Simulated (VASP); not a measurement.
C:

```xyz
2
Lattice="0.0000 2.1342 3.3921 1.2328 0.0000 3.3921 1.2328 2.1342 0.0000" Properties=species:S:1:pos:R:3 pbc="T T T"
C     1.2328    0.7115    3.3921
C     1.2328    3.5568    3.3921
```

| Property | Result |
| --- | --- |
| Program | VASP 6.6.1 |
| Task | relaxation of cell and atoms |
| Functional | PBE |
| Potentials or basis | VASP PAW PBE potentials, release 64 (C) |
| Cutoff | 600 eV |
| k mesh | 18 × 18 × 18 |
| Occupations | gaussian, width 0.02 eV |
| Spin | no spin polarisation |

At the start: pressure 1.4 GPa; volume 8.92 Å³/atom.

**Question.** Where does the relaxation end?

**Answer.** Over 46 steps the energy falls by 11.0 meV/atom and the volume is 10.45 Å³/atom (+17.1 %); space group Fmmm (No. 69, to 0.1 Å) before and after.

Step by step:
```
step  energy change (eV)  largest force (eV/Å)  pressure (GPa)  volume (Å³)
   1              0.0000                0.0034            1.40        17.85
   3             -0.0055                0.0597           -3.09        18.60
   5             -0.0076                0.0410           -2.71        18.71
   7             -0.0150                0.0452           -1.14        19.18
   9             -0.0198                0.2004            1.67        20.02
  11             -0.0214                0.1333            0.81        20.46
  13             -0.0219                0.0200           -0.38        20.71
  15             -0.0219                0.0326           -0.13        20.72
  17             -0.0219                0.0028            0.12        20.72
  19             -0.0219                0.0073            0.08        20.72
  21             -0.0219                0.0168            0.04        20.73
  23             -0.0219                0.0119           -0.08        20.75
  25             -0.0220                0.0030           -0.13        20.76
  27             -0.0220                0.0488            0.00        20.79
  29             -0.0220                0.0195           -0.01        20.78
  31             -0.0220                0.0164            0.20        20.81
  33             -0.0220                0.0080            0.17        20.80
  35             -0.0220                0.0079            0.12        20.81
  37             -0.0220                0.0315           -0.05        20.87
  39             -0.0220                0.0273           -0.01        20.86
  41             -0.0220                0.0057           -0.09        20.90
  43             -0.0220                0.0031           -0.04        20.90
  45             -0.0220                0.0019           -0.03        20.90
  46             -0.0220                0.0027            0.02        20.90
```

Final structure:
```
C
1.0
     0.00000    2.13647    3.96430
     1.23364    0.00000    3.96430
     1.23364    2.13647    0.00000
C
2
Direct
  0.16667 0.83333 0.16667
  0.83333 0.16667 0.83333
```

Caveat: the volume moved by over 15 % at a fixed basis, so the end points are rough; this functional lacks dispersion, which binds layers or chains, so the pressure and a relaxed spacing across them are unreliable.
